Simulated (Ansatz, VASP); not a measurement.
ZnF2: VASP beside Ansatz

```xyz
6
Lattice="4.7657 0.0000 0.0000 0.0000 4.7657 0.0000 0.0000 0.0000 3.1703" Properties=species:S:1:pos:R:3 pbc="T T T"
Zn    0.0000    0.0000    0.0000
Zn    2.3829    2.3829    1.5852
F     1.4450    1.4450    0.0000
F     0.9378    3.8279    1.5852
F     3.3207    3.3207    0.0000
F     3.8279    0.9378    1.5852
```

Alike in both runs: task relaxation of the atoms; functional r2SCAN; k mesh 6 × 6 × 10; occupations fermi-dirac, width 0.02 eV; no spin polarisation.

|  | VASP | Ansatz |
| --- | --- | --- |
| version | VASP 6.6.1 | Ansatz 0.2.0 |
| potentials or method | VASP PAW PBE potentials, release 64 (Zn, F), cutoff 580 eV | PAW plane waves |
| valence electrons in the cell | 52 | 52 |

VASP gave:

| Item | Value |
| --- | --- |
| gap on the k mesh at the Fermi level, each at its own relaxed structure (eV) | 4.17 |

**Question.** Which values does Ansatz return?

**Answer.** gap on the k mesh at the Fermi level, each at its own relaxed structure (eV): 4.24.

VASP's potentials were made for PBE, not for r2SCAN. Ansatz's warnings: stress scf threshold loose.
